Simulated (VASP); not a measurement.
# CdTe: G0W0 quasiparticle levels with LDA

CdTe:

```
CELL_PARAMETERS angstrom
0.00000 3.27996 3.27996
3.27996 0.00000 3.27996
3.27996 3.27996 0.00000
ATOMIC_POSITIONS crystal
Cd 0.00000 0.00000 0.00000
Te 0.25000 0.25000 0.25000
```

```yaml
Program: VASP 6.6.1
Task: G0W0 quasiparticle levels
Functional: LDA
Potentials_or_basis: VASP PAW LDA potentials, release 64 (Cd_GW, Te_GW)
Cutoff: 500 eV
k_mesh: 2 × 2 × 2
Occupations: gaussian, width 0.01 eV
Spin: no spin polarisation
Dipole_correction: no
GW_scheme: G0W0
GW_iterations: 1
Cutoff_of_the_response_function: 80
Frequency_points: 48
Empty_bands: 60
Further_INCAR_settings: ALGO = EVGW0; EDIFF = 1e-08; NBANDS = 69
```

```yaml
Band_gap_on_the_k_mesh_mean-field_level: 0.25 eV, direct
Quasiparticle_gap: 1.10 eV
Least_direct_quasiparticle_gap: 1.10 eV
```

Levels at points of the mesh, in eV from the valence-band top:
| k point | band 6 | band 7 | band 8 | band 9 | band 10 | band 11 | band 12 | band 13 |
| --- | --- | --- | --- | --- | --- | --- | --- | --- |
| (0.00, 0.00, 0.00) | -8.32 | 0.00 | 0.00 | 0.00 | 0.25 | 4.30 | 4.30 | 4.30 |
| (0.50, 0.00, 0.00) | -7.95 | -4.45 | -0.76 | -0.76 | 1.42 | 4.90 | 4.90 | 6.62 |
| (0.50, 0.50, 0.00) | -7.80 | -4.38 | -1.83 | -1.83 | 2.28 | 2.37 | 8.36 | 8.64 |

Wall time 65 s on 1 thread of Intel Xeon 8259CL, with other jobs on the host, peak memory 0.61 GiB.

Caveat: the k points lie up to 0.83 Å⁻¹ apart; bands, screening cutoff and mesh are small and nothing is extrapolated, so the quasiparticle values aren't converged; spin-orbit coupling is left out, which moves the levels of the heavy elements.
